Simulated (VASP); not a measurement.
Runs of VASP 6.6.1 on SnO. It takes space group Pmn2_1 (No. 31, orthorhombic). The conventional cell has a = 3.355 Å, b = 5.674 Å, c = 4.222 Å, α = 90.00°, β = 90.00°, γ = 90.00°. Within 2.8 Å of Sn (site symmetry m) lie 3 O at 2.15 to 2.16 Å. Within 2.8 Å of O (site symmetry m) lie 3 Sn at 2.15 to 2.16 Å. 

```tsv
k mesh	gap on the mesh (eV)	pressure (GPa)	largest force (eV/Å)
4 × 4 × 4	(a)	-3.0	0.35
2 × 2 × 2	1.84	-2.5	0.21
4 × 2 × 4	1.84	-3.1	0.35
8 × 4 × 6	1.33	(b)	0.36
```

Alike in all rows: task single point; level PBEsol; potentials or basis VASP PAW PBE potentials, release 64 (Sn_d, O_h); no spin polarisation; cell as given; cutoff (eV) 1340; smearing gaussian 0.01 eV.

Task: Fill in the values left out.

Result: (a) 1.64; (b) -2.9.

Caveats: some runs use coarse meshes; the PAW data sets were made with another functional, which shifts forces and pressure a little; spin-orbit coupling is left out, which moves the levels of the heavy elements.

A k mesh can miss the band edges, and the runs leave out spin-orbit coupling on Sn.
